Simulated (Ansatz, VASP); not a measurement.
Two plane-wave programs on AgCl

Contents of INCAR:

```
PREC = Accurate
ENCUT = 520
EDIFF = 1E-6
ISMEAR = 0
SIGMA = 0.05
LREAL = False
LASPH = True
NELM = 80
ALGO = Normal
ISIF = 2
LWAVE = False
LCHARG = False
GGA = PE
NBANDS = 16
```

KPOINTS

```
regular mesh
0
Gamma
  8 8 8
```

File POSCAR:

```
AgCl
1.0
    0.0000000000      2.8809436609      2.8060228508
    2.8809436609      0.0000000000      2.8060228508
    2.8809436609      2.8809436609      0.0000000000
Ag Cl
1 1
Direct
    0.5000000000      0.5000000000      0.5000000000
    0.0000000000      0.0000000000      0.0000000000
```

Input for Ansatz:

```yaml
crystal:
  lattice:
    - [0.0, 2.8809436609, 2.8060228508]
    - [2.8809436609, 0.0, 2.8060228508]
    - [2.8809436609, 2.8809436609, 0.0]
  atoms:
    - { symbol: Ag, position: [0.5, 0.5, 0.5] }
    - { symbol: Cl, position: [0.0, 0.0, 0.0] }
basis:
  ecutwfc: 420
kpoints:
  mp_grid: { grid: [8, 8, 8] }
hamiltonian:
  xc: pbe
scf:
  occupations: { method: gaussian, width: 0.05 }
output:
  forces: true
  stress: true
  eigenvalues: true
  write_density: true
  write_potential: true
  elf: true
  volumetric_format: npy
```

Change from the starting cell: mode 4 frozen in at +0.000 Å, equal normal strain along x and y +0.0267.

Alike in both runs: task single point; functional PBE; k mesh 8 × 8 × 8; occupations gaussian, width 0.05 eV; no spin polarisation.

|  | VASP | Ansatz |
| --- | --- | --- |
| version | VASP 6.6.1 | Ansatz 0.2.0 |
| potentials or method | VASP PAW PBE potentials, release 64 (Ag, Cl), cutoff 520 eV | scalar-relativistic, plane waves, PAW |
| valence electrons in the cell | 18 | 26 |

Ansatz gave:

```
gap on the k mesh at the Fermi level (eV)                     : 0.88
least direct gap on the mesh (eV)                             : 2.89
pressure (GPa)                                                : -1.9
traceless stress, the component that is largest in VASP (GPa) : 0.06
```

Problem. Which values does VASP return?

Solution. gap on the k mesh at the Fermi level (eV): 0.88; least direct gap on the mesh (eV): 2.89; pressure (GPa): -2.0; traceless stress, the component that is largest in VASP (GPa): 0.05.

The functional is the same, so the differences come from potentials, cutoffs and numerics. VASP's potentials hold 18 valence electrons a cell and Ansatz's 26, so a difference there can come from the potentials and not from the codes.
